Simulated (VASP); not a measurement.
A run of VASP 6.6.1 is set up as follows.

Contents of INCAR:

```
  PREC = Accurate
  ENCUT = 520
  EDIFF = 1E-6
  ISMEAR = -1
  SIGMA = 0.02
  LREAL = F
  LASPH = T
  NELM = 120
  ALGO = Normal
  ISIF = 2
  LWAVE = F
  LCHARG = F
  GGA = PE
  NBANDS = 60
  GGA_COMPAT = F
```

The input KPOINTS:

```
regular mesh
0
Gamma
  1 1 1
```

POSCAR

```
SiH6CO2
1.0
    7.9973950000      0.0000000000      0.0000000000
    0.0000000000      7.9973950000      0.0000000000
    0.0000000000      0.0000000000      7.9973950000
O C H Si
6 3 18 3
Direct
    0.4630007646      0.5723488711     -0.0916548451
    0.6764827797      0.7091934311      0.0367869788
    0.8068252225      0.5040891440      0.4038314976
    0.9580244567      0.2964965467      0.5265839689
    0.0469152768      1.0450903075     -0.0864406472
    0.1111987091      0.7681376248     -0.0712106880
    0.5820395266      0.5956689647      0.0314352361
    0.8420366882      0.3942408747      0.5333986879
    0.0745742833      0.9004432068     -0.0086153054
    0.4759424788      0.6680550354     -0.1552380494
    0.5741369533      0.4989874828      0.1229650405
    0.8784360407      0.4956113835      0.3083253985
    0.7658993960      0.4173108869      0.6365322708
    0.0657339046      1.0362749370     -0.2026784972
    0.0672969136      0.9264891880      0.1279291569
    0.4888966970      0.1050842180      1.0022138459
    0.6641037488      0.1783580778      0.7765778732
    0.4705657280     -0.0572561440      0.7291999457
    0.3707332200      0.2424664531      0.7537579424
    0.3110387820      0.7240107560      0.5355368842
    0.1289419867      0.7426293187      0.2947834889
    0.0495036196      0.6203144899      0.5522298198
    0.0736614860      0.9351920219      0.5373249664
    0.3102510255      0.3641060620      0.4662018070
    0.2973843358      0.0514917670      0.4734291604
    0.2312628050      0.2057795070      0.2251358098
    0.5121792784      0.1913873205      0.3210670475
    0.5026261676      0.1078726260      0.8215050026
    0.1409709037      0.7694505523      0.4926729266
    0.3362719986      0.2064297187      0.3772728495
```

Potentials or basis: VASP PAW PBE potentials, release 64 (O, C, H, Si).

Launch:

```bash
$ cat potpaw_PBE.64/O/POTCAR potpaw_PBE.64/C/POTCAR potpaw_PBE.64/H/POTCAR potpaw_PBE.64/Si/POTCAR > POTCAR
$ mpirun -np 1 vasp_gam > vasp.out
```

Q: Predict the largest force.

A: 4.033 eV/Å.

Q: Predict the pressure.

A: 1.6 GPa.

Stress tensor (GPa, compression positive):
```
 1.85  0.96 -0.88
 0.96  1.49 -0.55
-0.88 -0.55  1.43
```

Caveat: the k points lie up to 0.79 Å⁻¹ apart.
